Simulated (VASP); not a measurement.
The system is Ru.

```
Ru
1.0
     0.00000    1.92613    1.92613
     1.92613    0.00000    1.92613
     1.92613    1.92613    0.00000
Ru
1
Direct
  0.00000 0.00000 0.00000
```

* Program: VASP 6.6.1
* Task: relaxation of cell and atoms
* Functional: PBEsol
* Potentials or basis: VASP PAW PBE potentials, release 64 (Ru_pv)
* Cutoff: 600 eV
* k mesh: 8 × 8 × 8
* Occupations: gaussian, width 0.1 eV
* Spin: no spin polarisation

At the start: pressure -20.1 GPa; volume 14.29 Å³/atom.

Task: How do energy, volume and symmetry change on relaxing?

Result: Over 4 steps the energy falls by 64.1 meV/atom and the volume is 13.35 Å³/atom (-6.6 %); space group Fm-3m (No. 225, to 0.05 Å).

Step by step:
```
step  energy change (eV)  largest force (eV/Å)  pressure (GPa)  volume (Å³)
   1              0.0000                0.0000          -20.09        14.29
   2              0.6438                0.0000          112.76        10.90
   3             -0.0637                0.0000           -1.97        13.41
   4             -0.0641                0.0000           -0.45        13.35
```

Final structure:
```cif
data_structure
_symmetry_space_group_name_H-M 'P 1'
_symmetry_Int_Tables_number 1
_cell_length_a 2.6631
_cell_length_b 2.6631
_cell_length_c 2.6631
_cell_angle_alpha 60.000
_cell_angle_beta 60.000
_cell_angle_gamma 60.000
_cell_volume 13.35
loop_
_atom_site_label
_atom_site_type_symbol
_atom_site_fract_x
_atom_site_fract_y
_atom_site_fract_z
_atom_site_occupancy
Ru1 Ru 0.00000 0.00000 0.00000 1
```

Caveat: the PAW data sets were made with another functional, which shifts forces and pressure a little.
